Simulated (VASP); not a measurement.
Here is a VASP 6.6.1 calculation.

Contents of INCAR:

```
  PREC = Accurate
  ENCUT = 520
  EDIFF = 1E-6
  ISMEAR = -1
  SIGMA = 0.1
  LREAL = F
  LASPH = T
  NELM = 150
  ALGO = Normal
  ISIF = 2
  LWAVE = F
  LCHARG = F
  ISPIN = 2
  MAGMOM = 5.6 5.6
  LORBIT = 11
  LMAXMIX = 4
  GGA = PS
  NBANDS = 19
```

Contents of KPOINTS:

```
regular mesh
0
Gamma
  6 12 12
```

POSCAR

```
Fe
1.0
    0.0000000000      3.5830000000      3.5830000000
    1.7915000000      0.0000000000      1.7915000000
    1.7915000000      1.7915000000      0.0000000000
Fe
2
Direct
    0.0000000000      0.0000000000      0.0000000000
    0.5000000000      0.0000000000      0.0000000000
```

Potentials or basis: VASP PAW PBE potentials, release 64 (Fe).

Run with:

```console
$ cat potpaw_PBE.64/Fe/POTCAR > POTCAR
$ mpirun -np 1 vasp_std > vasp.out
```

Q: Estimate the net moment.

A: 4.54 μB per cell.

Q: Predict the site moments.

A: Fe +2.25 μB.

Q: What does it give for the pressure?

A: -6.8 GPa.

Caveat: the PAW data sets were made with another functional, which shifts forces and pressure a little.
